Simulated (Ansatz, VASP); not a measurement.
**Two plane-wave programs on AlNi3**

```
Al Ni
1.0
     3.56676    0.00000    0.00000
     0.00000    3.56676    0.00000
     0.00000    0.00000    3.56676
Al Ni
1 3
Cartesian
  0.0000 0.0000 0.0000
  0.0000 1.7834 1.7834
  1.7834 0.0000 1.7834
  1.7834 1.7834 0.0000
```

Alike in both runs: functional PBE; k mesh 14 × 14 × 14; occupations gaussian, width 0.1 eV; collinear spin.

Ansatz relaxed the structure, and its values are those at the end. VASP's run is a single point on that final structure, the one shown.

|  | VASP | Ansatz |
| --- | --- | --- |
| version | VASP 6.6.1 | Ansatz 0.2.0 |
| potentials or method | VASP PAW PBE potentials, release 64 (Al, Ni), cutoff 520 eV | scalar-relativistic, plane waves, PAW |
| valence electrons in the cell | 33 | 57 |

|  | VASP | Ansatz | Ansatz less VASP |
| --- | --- | --- | --- |
| gap on the k mesh at the Fermi level (eV) | none | none | - |
| pressure (GPa) | 0.1 | 0.0 | -0.06 |
| net moment per atom (μB) | 0.18 | 0.18 | +0.007 |
| size of the moment on the site where the two differ most (μB) | 0.26 | 0.28 | +0.020 |

Site moments also hang on the region over which each program counts them. A gap of «none» marks a metal or a gap that the smearing closes. VASP's potentials hold 33 valence electrons a cell and Ansatz's 57, so a difference there can come from the potentials and not from the codes.
